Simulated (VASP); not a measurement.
# AgCl (Fm-3m) in VASP: a series of runs

AgCl is run at these levels: PBEsol; tasks: single point.

All numbers are computed with VASP 6.6.1; they aren't measurements. Logs are shortened: lines on timing, memory, paths and dates and some standing lists are left out, and cuts for length are marked.

## 1. The cell of the first run

Symmetry: Fm-3m, No. 225, cubic system. Conventional cell: a = 5.433 Å, b = 5.433 Å, c = 5.433 Å, α = 90.00°, β = 90.00°, γ = 90.00°. Ag (site symmetry m-3m) has 6 Cl at 2.72 Å within 3.6 Å. Within 3.6 Å of Cl (site symmetry m-3m) lie 6 Ag at 2.72 Å.

## 2. Single point, PBEsol (20.05 Å³/atom)

The input, INCAR:

```
PREC     = Accurate       # precision mode
ENCUT    = 520            # plane-wave cutoff, eV
EDIFF    = 1E-6           # SCF threshold, eV
ISMEAR   = -1             # smearing method
SIGMA    = 0.05           # smearing width, eV
LREAL    = F              # projectors in reciprocal space
LASPH    = T              # aspherical terms in the spheres
NELM     = 100            # most SCF steps
ALGO     = Normal         # electronic algorithm
ISIF     = 2              # what is computed and relaxed
LWAVE    = F              # write WAVECAR
LCHARG   = T              # write CHGCAR
GGA      = PS             # functional
LELF     = T              # ELF
LVHAR    = T            
NBANDS   = 16             # bands
```

The input, KPOINTS:

```
Automatic mesh
0
Gamma
  8 8 8
```

The input, POSCAR:

```
AgCl
1.0
    0.0000000000      2.7166437422      2.7166437422
    2.7166437422      0.0000000000      2.7166437422
    2.7166437422      2.7166437422      0.0000000000
Ag Cl
1 1
Direct
    0.0000000000      0.0000000000      0.0000000000
    0.5000000000      0.5000000000      0.5000000000
```

Potentials or basis: VASP PAW PBE potentials, release 64 (Ag, Cl).

Command:

```bash
$ cat potpaw_PBE.64/Ag/POTCAR potpaw_PBE.64/Cl/POTCAR > POTCAR
$ mpirun -np 1 vasp_std > vasp.out
```

OUTCAR:

```text
PREC = Accurate
   ENCUT = 520
   EDIFF = 1E-6
   ISMEAR = -1
   LREAL = F
   LASPH = T
   NELM = 100
   ISIF = 2
   GGA = PS

 ion  position               nearest neighbor table
   1  0.000  0.000  0.000-   2 2.72   2 2.72   2 2.72   2 2.72   2 2.72   2 2.72
   2  0.500  0.500  0.500-   1 2.72   1 2.72   1 2.72   1 2.72   1 2.72   1 2.72

  LATTYP: Found a face centered cubic cell.
 ALAT       =     5.4332874844

  Lattice vectors:

 A1 = (   0.0000000000,   2.7166437422,   2.7166437422)
 A2 = (   2.7166437422,   0.0000000000,   2.7166437422)
 A3 = (   2.7166437422,   2.7166437422,   0.0000000000)

Analysis of symmetry for initial positions (statically):
=====================================================================
 Subroutine PRICEL returns:
 Original cell was already a primitive cell.

 Routine SETGRP: Setting up the symmetry group for a
 face centered cubic supercell.

 Subroutine GETGRP returns: Found 48 space group operations
 (whereof 48 operations were pure point group operations)
 out of a pool of 48 trial point group operations.

The static configuration has the point symmetry O_h .

Analysis of symmetry for dynamics (positions and initial velocities):
=====================================================================
 Subroutine PRICEL returns:
 Original cell was already a primitive cell.

 Routine SETGRP: Setting up the symmetry group for a
 face centered cubic supercell.

 Subroutine GETGRP returns: Found 48 space group operations
 (whereof 48 operations were pure point group operations)
 out of a pool of 48 trial point group operations.

The dynamic configuration has the point symmetry O_h .

 Subroutine INISYM returns: Found 48 space group operations
 (whereof 48 operations are pure point group operations),
 and found     1 'primitive' translations

----------------------------------------------------------------------------------------

                                     Primitive cell

  volume of cell :      40.0985

  direct lattice vectors                    reciprocal lattice vectors
     0.000000000  2.716643742  2.716643742    -0.184050633  0.184050633  0.184050633
     2.716643742  0.000000000  2.716643742     0.184050633 -0.184050633  0.184050633
     2.716643742  2.716643742  0.000000000     0.184050633  0.184050633 -0.184050633

  length of vectors
     3.841914424  3.841914424  3.841914424     0.318785047  0.318785047  0.318785047

  position of ions in fractional coordinates (direct lattice)
     0.000000000  0.000000000  0.000000000
     0.500000000  0.500000000  0.500000000

  ion indices of the primitive-cell ions
   primitive index   ion index
                 1           1
                 2           2

----------------------------------------------------------------------------------------

 KPOINTS: Automatic mesh

Automatic generation of k-mesh.
 Grid dimensions read from file:
 generate k-points for:    8    8    8

 Generating k-lattice:

  Cartesian coordinates                     Fractional coordinates (reciprocal lattice)
    -0.023006329  0.023006329  0.023006329     0.125000000  0.000000000  0.000000000
     0.023006329 -0.023006329  0.023006329     0.000000000  0.125000000  0.000000000
     0.023006329  0.023006329 -0.023006329     0.000000000  0.000000000  0.125000000

  Length of vectors
     0.039848131  0.039848131  0.039848131

  Shift w.r.t. Gamma in fractional coordinates (k-lattice)
     0.000000000  0.000000000  0.000000000

 Subroutine IBZKPT returns following result:
 ===========================================

 Found     29 irreducible k-points:

 Following reciprocal coordinates:
            Coordinates               Weight
  0.000000  0.000000  0.000000      1.000000
  0.125000  0.000000  0.000000      8.000000
  0.250000  0.000000  0.000000      8.000000
  0.375000  0.000000  0.000000      8.000000
  0.500000  0.000000  0.000000      4.000000
  0.125000  0.125000  0.000000      6.000000
[... 16 lines left out ...]
  0.500000  0.250000  0.125000     48.000000
 -0.375000  0.250000  0.125000     24.000000
 [... further k-points ...]
   k-points           NKPTS =     29   k-points in BZ     NKDIM =     29   number of bands    NBANDS=     16
   number of dos      NEDOS =    301   number of ions     NIONS =      2
   total plane-waves  NPLWV =  27000
   dimension x,y,z NGX =    30 NGY =   30 NGZ =   30
   dimension x,y,z NGXF=    60 NGYF=   60 NGZF=   60
   ions per type =               1   1
   NGX,Y,Z   is equivalent  to a cutoff of  12.98, 12.98, 12.98 a.u.
   NGXF,Y,Z  is equivalent  to a cutoff of  25.96, 25.96, 25.96 a.u.
 SYSTEM =  unknown system
   PREC   = accura    normal or accurate (medium, high low for compatibility)
   ISTART =      0    job   : 0-new  1-cont  2-samecut
   ICHARG =      2    charge: 1-file 2-atom 10-const
   ISPIN  =      1    spin polarized calculation?
   LNONCOLLINEAR =      F non collinear calculations
   LSORBIT =      F    spin-orbit coupling
   LASPH  =      T    aspherical Exc in radial PAW
   ENCUT  =  520.0 eV  38.22 Ry    6.18 a.u.   7.14  7.14  7.14*2*pi/ulx,y,z
   NELM   =    100;   NELMIN=  2; NELMDL= -5     # of ELM steps
   EDIFF  = 0.1E-05   stopping-criterion for ELM
   LREAL  =      F    real-space projection
   EDIFFG = 0.1E-04   stopping-criterion for IOM
   NSW    =      0    number of steps for IOM
   IBRION =     -1    ionic relax: 0-MD 1-quasi-New 2-CG
   NFREE  =      0    steps in history (QN), initial steepest desc. (CG)
   ISIF   =      2    stress and relaxation
   ISYM   =      2    0-nonsym 1-usesym 2-fastsym
   POTIM  = 0.5000    time-step for ionic-motion
   TEBEG  =    0.0;   TEEND  =   0.0 temperature during run
   PSTRESS=    0.0 pullay stress
   NELECT =      18.0000    total number of electrons
   NUPDOWN=      -1.0000    fix difference up-down
   EMIN   =  10.00;   EMAX   =-10.00  energy-range for DOS
   EFERMI =   0.00;   METHOD = LEGACY
   ISMEAR =    -1;   SIGMA  =   0.05  broadening in eV -4-tet -1-fermi 0-gaus
   EFERMI_NEDOS =   21; number of points for ismear=-14 and -15
   IALGO  =     38    algorithm
   IMIX   =      4    mixing-type and parameters
     AMIX     =   0.40;   BMIX     =  1.00
     AMIX_MAG =   1.60;   BMIX_MAG =  1.00
  volume/ion in A,a.u.               =      20.05       135.30
  Fermi-wavevector in a.u.,A,eV,Ry     =   1.253496  2.368764 21.378187  1.571252
  Thomas-Fermi vector in A             =   2.387346
   LORBIT       =      0    0 simple, 1 ext, 2 COOP (PROOUT), +10 PAW based schemes
   GGA     = PS    functional components
   LHFCALC =     F    Hartree Fock is set to
   AEXX    =    0.0000 exact exchange contribution
   IVDW    =     0    specifies the selected vdW correction
   LEPSILON=     F    determine dielectric tensor
   LRPA    =     F    only Hartree local field effects (RPA)
 non-spin polarized calculation
  energy-cutoff  :      520.00
  volume of cell :       40.10
 maximum number of plane-waves:      1106
 NGX is ok and might be reduce to    30
   NGX = 15   NGY = 15   NGZ = 15

 number of electron      18.0000000 magnetization

 Free energy of the ion-electron system (eV)
  ---------------------------------------------------
  ext. energy  EPLUGINS =         0.00000000
  ---------------------------------------------------
  free energy    TOTEN  =        -6.06061875 eV

  energy without entropy =       -6.06060773  energy(sigma->0) =       -6.06061324

 E-fermi :   4.9601     XC(G=0): -10.5414

 val. band max:        4.5235306690   @ k =   0.5000   0.0000   0.0000
 cond. band min:       5.2457178828   @ k =   0.0000   0.0000   0.0000
 fundamental gap:      0.7221872138
 Fermi energy:         4.9601108577

 k-point     1 :       0.0000    0.0000    0.0000
  band No.  band energies     occupation
      1     -11.0522      2.00000
      2       1.7776      2.00000
      3       1.7776      2.00000
      4       1.7776      2.00000
      5       1.8213      2.00000
      6       1.8213      2.00000
[... 8 lines left out ...]
     15      18.0516      0.00000
     16      18.0516      0.00000

 k-point     2 :       0.1250    0.0000    0.0000
  band No.  band energies     occupation
      1     -10.9795      2.00000
      2       0.9943      2.00000
      3       1.0702      2.00000
      4       1.0702      2.00000
      5       1.8420      2.00000
      6       1.8420      2.00000
[... 8 lines left out ...]
     15      16.5841      0.00000
     16      17.1633      0.00000

 k-point     3 :       0.2500    0.0000    0.0000
  band No.  band energies     occupation
      1     -10.7954      2.00000
      2      -0.1468      2.00000
      3       0.4417      2.00000
      4       0.4417      2.00000
      5       1.9920      2.00000
      6       1.9920      2.00000
[... 8 lines left out ...]
     15      16.7420      0.00000
     16      17.1173      0.00000

 k-point     4 :       0.3750    0.0000    0.0000
  band No.  band energies     occupation
      1     -10.5969      2.00000
      2      -1.0117      2.00000
      3       0.0425      2.00000
      4       0.0425      2.00000
      5       2.1492      2.00000
      6       2.1492      2.00000
[... 8 lines left out ...]
     15      17.5941      0.00000
     16      17.5941      0.00000

 k-point     5 :       0.5000    0.0000    0.0000
  band No.  band energies     occupation
      1     -10.5098      2.00000
      2      -1.3313      2.00000
      3      -0.0941      2.00000
      4      -0.0941      2.00000
      5       2.2167      2.00000
      6       2.2167      2.00000
[... 8 lines left out ...]
     15      18.1742      0.00000
     16      18.1742      0.00000

 k-point     6 :       0.1250    0.1250    0.0000
  band No.  band energies     occupation
      1     -10.9581      2.00000
      2       0.4721      2.00000
      3       1.3779      2.00000
      4       1.3779      2.00000
      5       1.7181      2.00000
      6       1.8535      2.00000
[... 8 lines left out ...]
     15      18.3131      0.00000
     16      18.5618      0.00000
[... 267 lines left out ...]
 k-point    21 :       0.5000    0.5000    0.0000
  band No.  band energies     occupation
      1     -10.4979      2.00000
      2      -0.3405      2.00000
      3       1.0951      2.00000
      4       1.0951      2.00000
      5       1.3793      2.00000
      6       2.0448      2.00000
[... 8 lines left out ...]
     15      19.6989      0.00000
     16      19.6989      0.00000

 k-point    22 :       0.3750    0.2500    0.1250
  band No.  band energies     occupation
      1     -10.6833      2.00000
      2      -0.5584      2.00000
      3       0.3511      2.00000
      4       0.7239      2.00000
      5       1.8862      2.00000
      6       2.1264      2.00000
[... 8 lines left out ...]
     15      18.7015      0.00000
     16      20.0482      0.00000

 k-point    23 :       0.5000    0.2500    0.1250
  band No.  band energies     occupation
      1     -10.5422      2.00000
      2      -0.8005      2.00000
      3       0.0295      2.00000
      4       0.2871      2.00000
      5       2.0296      2.00000
      6       2.2249      2.00000
[... 8 lines left out ...]
     15      18.9198      0.00000
     16      19.8413      0.00000

 k-point    24 :      -0.3750    0.2500    0.1250
  band No.  band energies     occupation
      1     -10.4817      2.00000
      2      -0.8774      2.00000
      3      -0.0403      2.00000
      4       0.0283      2.00000
      5       2.1386      2.00000
      6       2.2167      2.00000
[... 8 lines left out ...]
     15      18.0917      0.00000
     16      19.5899      0.00000

 [... further k-points ...]

------------------------ aborting loop because EDIFF is reached ----------------------------------------

  FORCE on cell =-STRESS in cart. coord.  units (eV):
  Direction    XX          YY          ZZ          XY          YZ          ZX
  --------------------------------------------------------------------------------------
  -------------------------------------------------------------------------------------
  Total        0.0884485      0.0884485      0.0884485      0.0000000     -0.0000000     -0.0000000
  in kB        3.5340513      3.5340513      3.5340513      0.0000000     -0.0000000     -0.0000000
  external PRESSURE =       3.5340513 kB  Pullay stress =       0.0000000 kB

 VOLUME and BASIS-vectors are now :
 -----------------------------------------------------------------------------
  energy-cutoff  :      520.00
  volume of cell :       40.10
      direct lattice vectors                 reciprocal lattice vectors
     0.000000000  2.716643742  2.716643742    -0.184050633  0.184050633  0.184050633
     2.716643742  0.000000000  2.716643742     0.184050633 -0.184050633  0.184050633
     2.716643742  2.716643742  0.000000000     0.184050633  0.184050633 -0.184050633

 POSITION                                       TOTAL-FORCE (eV/Angst)
 -----------------------------------------------------------------------------------
      0.00000      0.00000      0.00000         0.000000      0.000000      0.000000
      2.71664      2.71664      2.71664        -0.000000     -0.000000     -0.000000
 -----------------------------------------------------------------------------------
    total drift:                               -0.000000      0.000000      0.000000

  FREE ENERGIE OF THE ION-ELECTRON SYSTEM (eV)
  ---------------------------------------------------
  free  energy   TOTEN  =        -6.0606187487 eV

  energy  without entropy=       -6.0606077266  energy(sigma->0) =       -6.06061324
```

It took 29 s on 1 thread of AMD EPYC 7R43 (Zen 3), shared host; peak memory 0.14 GiB.

What came out:

```
Free energy            : -6.0606 eV
Pressure               : 0.4 GPa
Band gap on the k mesh : 0.72 eV (least direct gap 3.25 eV)
```

Caveat: the PAW data sets were made with another functional, which shifts forces and pressure a little.

## 3. Single point, PBEsol (20.87 Å³/atom)

This run uses another cell than the first one, of 20.87 Å³/atom.

The input, INCAR:

```
  PREC = Accurate
  ENCUT = 520
  EDIFF = 1E-6
  ISMEAR = -1
  SIGMA = 0.05
  LREAL = F
  LASPH = T
  NELM = 100
  ALGO = Normal
  ISIF = 2
  LWAVE = F
  LCHARG = F
  GGA = PS
  NBANDS = 16
```

The input, KPOINTS:

```
regular mesh
0
Gamma
  8 8 8
```

The input, POSCAR:

```
AgCl
1.0
    0.0000000000      2.7531131106      2.7531131106
    2.7531131106      0.0000000000      2.7531131106
    2.7531131106      2.7531131106      0.0000000000
Ag Cl
1 1
Direct
    0.0000000000      0.0000000000      0.0000000000
    0.5000000000      0.5000000000      0.5000000000
```

Potentials or basis: VASP PAW PBE potentials, release 64 (Ag, Cl).

Command:

```bash
$ cat potpaw_PBE.64/Ag/POTCAR potpaw_PBE.64/Cl/POTCAR > POTCAR
$ mpirun -np 1 vasp_std > vasp.out
```

Wall time 29 s (1 thread of AMD EPYC 7R43 (Zen 3), shared host); peak memory 0.14 GiB.

It converged, with:

```yaml
Free_energy: -6.0538 eV
Pressure: -1.8 GPa
Band_gap_on_the_k_mesh: 0.73 eV (least direct gap 3.11 eV)
```

Levels at points of the mesh, in eV from the valence-band top:
```
           k point  band 7  band 8  band 9  band 10  band 11  band 12
(0.00, 0.00, 0.00)   -2.42   -2.42   -2.42     0.73    10.74    10.74
(0.50, 0.00, 0.00)   -1.84    0.00    0.00     3.97     6.56     7.49
(0.50, 0.50, 0.00)   -2.04   -2.04   -1.94     2.20     7.82     8.53
```

Caveat: the PAW data sets were made with another functional, which shifts forces and pressure a little.
